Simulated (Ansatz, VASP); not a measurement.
# Two plane-wave programs on GaFe

```
Ga Fe
1.0
     2.74813    0.00000    0.00000
    -1.37407    2.37995    0.00000
     0.00000    0.00000    4.03078
Ga Fe
1 1
Direct
  0.00000 0.00000 0.50000
  0.66667 0.33333 0.00000
```

Alike in both runs: task single point; functional LDA; k mesh 11 × 11 × 7; collinear spin.

```csv
,VASP,Ansatz
version,VASP 6.6.1,Ansatz 0.2.0
potentials or method,"VASP PAW LDA potentials, release 64 (Ga_d, Fe)","plane waves, PAW"
plane-wave cutoff (eV),520,420
occupations,"fermi-dirac, width 0.1 eV",fermi-dirac
valence electrons in the cell,21,29
```

Ansatz gave:

```
gap on the k mesh at the Fermi level (eV)                     : none
net moment per atom (μB)                                      : 0.96
size of the moment on the site where the two differ most (μB) : 2.01
```

Problem. What did VASP give for the same quantities?

Solution. gap on the k mesh at the Fermi level (eV): none; net moment per atom (μB): 0.92; size of the moment on the site where the two differ most (μB): 1.91.

LDA's correlation is that of Perdew and Zunger in VASP and of Perdew and Wang (1992) in Ansatz. Site moments also hang on the region over which each program counts them. A gap of «none» marks a metal or a gap that the smearing closes. VASP's potentials hold 21 valence electrons a cell and Ansatz's 29, so a difference there can come from the potentials and not from the codes.
